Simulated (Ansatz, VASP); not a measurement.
# In5Sb2As3: VASP beside Ansatz

```xyz
10
Lattice="2.9544 0.0000 0.0000 0.0000 6.0134 0.0000 0.0000 0.0000 15.3765" Properties=species:S:1:pos:R:3 pbc="T T T"
In    0.0000    0.0000   -0.3958
In    0.0000    0.0000    2.6527
In    0.0000    0.0000    5.7685
In    0.0000    0.0000    8.8854
In    0.0000    0.0000   11.9345
Sb    0.0000    3.0067    2.9029
Sb    0.0000    3.0067    8.6166
As    0.0000    3.0067    5.7610
As    0.0000    3.0067   12.2177
As    0.0000    3.0067   14.6947
```

Alike in both runs: functional PBE; k mesh 12 × 8 × 4; occupations gaussian, width 0.1 eV; no spin polarisation.

Ansatz relaxed the structure, and its values are those at the end. VASP's run is a single point on that final structure, the one shown.

|  | VASP | Ansatz |
| --- | --- | --- |
| version | VASP 6.6.1 | Ansatz 0.2.0 |
| potentials or method | VASP PAW PBE potentials, release 64 (In_d, Sb, As), cutoff 520 eV | scalar-relativistic, plane waves, PAW |
| valence electrons in the cell | 90 | 140 |

Ansatz gave:

```
gap on the k mesh at the Fermi level (eV) : none
pressure (GPa)                            : 0.0
rms of the force components (eV/Å)        : 0.001
```

What did VASP give for the same quantities?

gap on the k mesh at the Fermi level (eV): none; pressure (GPa): 0.0; rms of the force components (eV/Å): 0.010.

A gap of «none» marks a metal or a gap that the smearing closes. VASP's potentials hold 90 valence electrons a cell and Ansatz's 140, so a difference there can come from the potentials and not from the codes.

Neither program's run includes spin-orbit coupling.
